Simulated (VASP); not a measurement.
# GaN (P6_3mc) in VASP: notebook, part 2 of 2

VASP 6.6.1.

## 3. Single point, PBE

This run uses another cell than the first one: it holds 72 atoms, not 36.

Contents of INCAR:

```
SYSTEM = GaN
ALGO = Normal ; EDIFF = 1E-6
ENCUT = 520 ; GGA = PE
ISIF = 2 ; ISMEAR = 0
LASPH = .TRUE. ; LCHARG = .FALSE.
LREAL = Auto ; LWAVE = .FALSE.
NBANDS = 366 ; NELM = 80
PREC = Accurate ; SIGMA = 0.01
```

Contents of KPOINTS:

```
k-points
0
G
  1 1 1
  0 0 0
```

Contents of POSCAR:

```
GaN
1.0
    4.8275562261     -8.3615726598      0.0000000000
   -9.6551124520     -0.0000000001      0.0000000000
    0.0000000000      0.0000000000    -10.4863368523
Ga N
36 36
Direct
    0.5555555556      0.4444444444      0.2504325676
    0.5555555556      0.4444444444      0.7504325676
    0.2222222222      0.4444444444      0.2504325676
    0.2222222222      0.4444444444      0.7504325676
    0.8888888889      0.4444444444      0.2504325676
    0.8888888889      0.4444444444      0.7504325676
    0.5555555556      0.1111111111      0.2504325676
    0.5555555556      0.1111111111      0.7504325676
    0.2222222222      0.1111111111      0.2504325676
    0.2222222222      0.1111111111      0.7504325676
    0.8888888889      0.1111111111      0.2504325676
    0.8888888889      0.1111111111      0.7504325676
    0.5555555556      0.7777777778      0.2504325676
    0.5555555556      0.7777777778      0.7504325676
    0.2222222222      0.7777777778      0.2504325676
    0.2222222222      0.7777777778      0.7504325676
    0.8888888889      0.7777777778      0.2504325676
    0.8888888889      0.7777777778      0.7504325676
    0.4444444444      0.5555555556      0.0004325676
    0.4444444444      0.5555555556      0.5004325676
    0.1111111111      0.5555555556      0.0004325676
    0.1111111111      0.5555555556      0.5004325676
    0.7777777778      0.5555555556      0.0004325676
    0.7777777778      0.5555555556      0.5004325676
    0.4444444444      0.2222222222      0.0004325676
    0.4444444444      0.2222222222      0.5004325676
    0.1111111111      0.2222222222      0.0004325676
    0.1111111111      0.2222222222      0.5004325676
    0.7777777778      0.2222222222      0.0004325676
    0.7777777778      0.2222222222      0.5004325676
    0.4444444444      0.8888888889      0.0004325676
    0.4444444444      0.8888888889      0.5004325676
    0.1111111111      0.8888888889      0.0004325676
    0.1111111111      0.8888888889      0.5004325676
    0.7777777778      0.8888888889      0.0004325676
    0.7777777778      0.8888888889      0.5004325676
    0.5555555556      0.4444444444      0.0620674324
    0.5555555556      0.4444444444      0.5620674324
    0.2222222222      0.4444444444      0.0620674324
    0.2222222222      0.4444444444      0.5620674324
    0.8888888889      0.4444444444      0.0620674324
    0.8888888889      0.4444444444      0.5620674324
    0.5555555556      0.1111111111      0.0620674324
    0.5555555556      0.1111111111      0.5620674324
    0.2222222222      0.1111111111      0.0620674324
    0.2222222222      0.1111111111      0.5620674324
    0.8888888889      0.1111111111      0.0620674324
    0.8888888889      0.1111111111      0.5620674324
    0.5555555556      0.7777777778      0.0620674324
    0.5555555556      0.7777777778      0.5620674324
    0.2222222222      0.7777777778      0.0620674324
    0.2222222222      0.7777777778      0.5620674324
    0.8888888889      0.7777777778      0.0620674324
    0.8888888889      0.7777777778      0.5620674324
    0.4444444444      0.5555555556      0.3120674324
    0.4444444444      0.5555555556      0.8120674324
    0.1111111111      0.5555555556      0.3120674324
    0.1111111111      0.5555555556      0.8120674324
    0.7777777778      0.5555555556      0.3120674324
    0.7777777778      0.5555555556      0.8120674324
    0.4444444444      0.2222222222      0.3120674324
    0.4444444444      0.2222222222      0.8120674324
    0.1111111111      0.2222222222      0.3120674324
    0.1111111111      0.2222222222      0.8120674324
    0.7777777778      0.2222222222      0.3120674324
    0.7777777778      0.2222222222      0.8120674324
    0.4444444444      0.8888888889      0.3120674324
    0.4444444444      0.8888888889      0.8120674324
    0.1111111111      0.8888888889      0.3120674324
    0.1111111111      0.8888888889      0.8120674324
    0.7777777778      0.8888888889      0.3120674324
    0.7777777778      0.8888888889      0.8120674324
```

Potentials or basis: VASP PAW PBE potentials, release 64 (Ga_d, N).

Command:

```
$ cat potpaw_PBE.64/Ga_d/POTCAR potpaw_PBE.64/N/POTCAR > POTCAR
$ mpirun -np 1 vasp_gam > vasp.out
```

OUTCAR:

```text
SYSTEM = GaN
   EDIFF = 1E-6
   ENCUT = 520
   GGA = PE
   ISIF = 2
   ISMEAR = 0
   LASPH = .TRUE.
   LREAL = Auto
   NELM = 80
   PREC = Accurate

 ion  position               nearest neighbor table
   1  0.556  0.444  0.250-  61 1.97  59 1.97  55 1.97  37 1.98
   2  0.556  0.444  0.750-  62 1.97  60 1.97  56 1.97  38 1.98
   3  0.222  0.444  0.250-  63 1.97  55 1.97  57 1.97  39 1.98
   4  0.222  0.444  0.750-  64 1.97  56 1.97  58 1.97  40 1.98
   5  0.889  0.444  0.250-  65 1.97  57 1.97  59 1.97  41 1.98
   6  0.889  0.444  0.750-  66 1.97  58 1.97  60 1.97  42 1.98
[... 73 lines left out ...]
 A1 = (   4.8275562261,  -8.3615726598,   0.0000000000)
[... 535 lines left out ...]
  Total        4.2318959      4.2318959     -6.4673904     -0.0000000      0.0000000      0.0000000
  in kB        8.0089660      8.0089660    -12.2396938     -0.0000000      0.0000000      0.0000000
  external PRESSURE =       1.2594127 kB  Pullay stress =       0.0000000 kB

 VOLUME and BASIS-vectors are now :
 -----------------------------------------------------------------------------
  energy-cutoff  :      520.00
  volume of cell :      846.58
      direct lattice vectors                 reciprocal lattice vectors
     4.827556226 -8.361572660  0.000000000     0.000000000 -0.119594727  0.000000000
    -9.655112452 -0.000000000  0.000000000    -0.103572072 -0.059797364  0.000000000
     0.000000000  0.000000000-10.486336852     0.000000000  0.000000000 -0.095362185

 POSITION                                       TOTAL-FORCE (eV/Angst)
 -----------------------------------------------------------------------------------
     -1.60919     -4.64532     -2.62612        -0.000000      0.000000      0.019021
     -1.60919     -4.64532     -7.86929        -0.000000      0.000000      0.019021
     -3.21837     -1.85813     -2.62612        -0.000000      0.000000      0.019021
     -3.21837     -1.85813     -7.86929        -0.000000      0.000000      0.019021
      0.00000     -7.43251     -2.62612        -0.000000      0.000000      0.019021
      0.00000     -7.43251     -7.86929        -0.000000      0.000000      0.019021
[... 64 lines left out ...]
     -4.82756     -6.50345     -3.27244         0.000000     -0.000000     -0.019021
     -4.82756     -6.50345     -8.51561         0.000000      0.000000     -0.019021
 -----------------------------------------------------------------------------------
    total drift:                               -0.000010     -0.000017      0.034264

  FREE ENERGIE OF THE ION-ELECTRON SYSTEM (eV)
  ---------------------------------------------------
  free  energy   TOTEN  =      -432.5450367325 eV

  energy  without entropy=     -432.5450367325  energy(sigma->0) =     -432.54503673
```

OSZICAR:

```text
N       E                     dE             d eps       ncg     rms          rms(c)
DAV:   1     0.163384755590E+05    0.16338E+05   -0.24159E+05   740   0.383E+03
DAV:   2     0.403448058795E+04   -0.12304E+05   -0.11849E+05   732   0.110E+03
DAV:   3     0.236306994641E+03   -0.37982E+04   -0.36202E+04   876   0.375E+02
DAV:   4    -0.413131477489E+03   -0.64944E+03   -0.63110E+03   760   0.152E+02
DAV:   5    -0.504821757848E+03   -0.91690E+02   -0.90852E+02  1224   0.558E+01    0.463E+01
DAV:   6    -0.428111902053E+03    0.76710E+02   -0.34690E+02  1272   0.602E+01    0.129E+01
DAV:   7    -0.432725207134E+03   -0.46133E+01   -0.59099E+01   832   0.143E+01    0.114E+01
DAV:   8    -0.432720333584E+03    0.48736E-02   -0.79376E+00  1016   0.133E+01    0.331E+00
DAV:   9    -0.432509829322E+03    0.21050E+00   -0.17563E+00  1000   0.652E+00    0.127E+00
DAV:  10    -0.432540193495E+03   -0.30364E-01   -0.47860E-01  1048   0.123E+00    0.459E-01
DAV:  11    -0.432545260271E+03   -0.50668E-02   -0.23998E-02   984   0.373E-01    0.460E-01
DAV:  12    -0.432545185460E+03    0.74812E-04   -0.33241E-03  1024   0.117E-01    0.164E-01
DAV:  13    -0.432545098239E+03    0.87221E-04   -0.38571E-04   992   0.635E-02    0.616E-02
DAV:  14    -0.432545055521E+03    0.42718E-04   -0.10098E-03  1008   0.117E-01    0.571E-02
DAV:  15    -0.432545034339E+03    0.21182E-04   -0.16103E-04   864   0.274E-02    0.148E-02
DAV:  16    -0.432545034491E+03   -0.15189E-06   -0.27881E-05   864   0.149E-02    0.685E-03
DAV:  17    -0.432545036664E+03   -0.21733E-05   -0.62678E-06   752   0.186E-02    0.599E-04
DAV:  18    -0.432545036732E+03   -0.67957E-07   -0.20144E-06   488   0.341E-03
   1 F= -.43254504E+03 E0= -.43254504E+03  d E =-.151844E-16
```

Run time: 14 min. Hardware: 1 thread of AMD EPYC 7R43 (Zen 3), shared host; peak memory 0.79 GiB.

Results:

```
Free energy            : -432.5450 eV
Pressure               : 0.1 GPa
Largest force          : 0.019 eV/Å
Band gap on the k mesh : 1.68 eV
```

Forces on the atoms (eV/Å):
```
Ga   0.000  0.000  0.019
Ga   0.000  0.000  0.019
Ga   0.000  0.000  0.019
Ga   0.000  0.000  0.019
Ga   0.000  0.000  0.019
Ga   0.000  0.000  0.019
Ga   0.000  0.000  0.019
Ga   0.000  0.000  0.019
Ga   0.000  0.000  0.019
Ga   0.000  0.000  0.019
Ga   0.000  0.000  0.019
Ga   0.000  0.000  0.019
Ga   0.000  0.000  0.019
Ga   0.000  0.000  0.019
Ga   0.000  0.000  0.019
Ga   0.000  0.000  0.019
Ga   0.000  0.000  0.019
Ga   0.000  0.000  0.019
Ga   0.000  0.000  0.019
Ga   0.000  0.000  0.019
Ga   0.000  0.000  0.019
Ga   0.000  0.000  0.019
Ga   0.000  0.000  0.019
Ga   0.000  0.000  0.019
Ga   0.000  0.000  0.019
Ga   0.000  0.000  0.019
Ga   0.000  0.000  0.019
Ga   0.000  0.000  0.019
Ga   0.000  0.000  0.019
Ga   0.000  0.000  0.019
Ga   0.000  0.000  0.019
Ga   0.000  0.000  0.019
Ga   0.000  0.000  0.019
Ga   0.000  0.000  0.019
Ga   0.000  0.000  0.019
Ga   0.000  0.000  0.019
N    0.000  0.000 -0.019
N    0.000  0.000 -0.019
N    0.000  0.000 -0.019
N    0.000  0.000 -0.019
N    0.000  0.000 -0.019
N    0.000  0.000 -0.019
N    0.000  0.000 -0.019
N    0.000  0.000 -0.019
N    0.000  0.000 -0.019
N    0.000  0.000 -0.019
N    0.000  0.000 -0.019
N    0.000  0.000 -0.019
N    0.000  0.000 -0.019
N    0.000  0.000 -0.019
N    0.000  0.000 -0.019
N    0.000  0.000 -0.019
N    0.000  0.000 -0.019
N    0.000  0.000 -0.019
N    0.000  0.000 -0.019
N    0.000  0.000 -0.019
N    0.000  0.000 -0.019
N    0.000  0.000 -0.019
N    0.000  0.000 -0.019
N    0.000  0.000 -0.019
N    0.000  0.000 -0.019
N    0.000  0.000 -0.019
N    0.000  0.000 -0.019
N    0.000  0.000 -0.019
N    0.000  0.000 -0.019
N    0.000  0.000 -0.019
N    0.000  0.000 -0.019
N    0.000  0.000 -0.019
N    0.000  0.000 -0.019
N    0.000  0.000 -0.019
N    0.000  0.000 -0.019
N    0.000  0.000 -0.019
```

Stress tensor (GPa, compression positive):
```
 0.80  0.00  0.00
 0.00  0.80  0.00
 0.00  0.00 -1.22
```

Caveat: the k points lie up to 0.75 Å⁻¹ apart; an odd mesh through Γ misses points on the zone boundary, where band edges can lie.
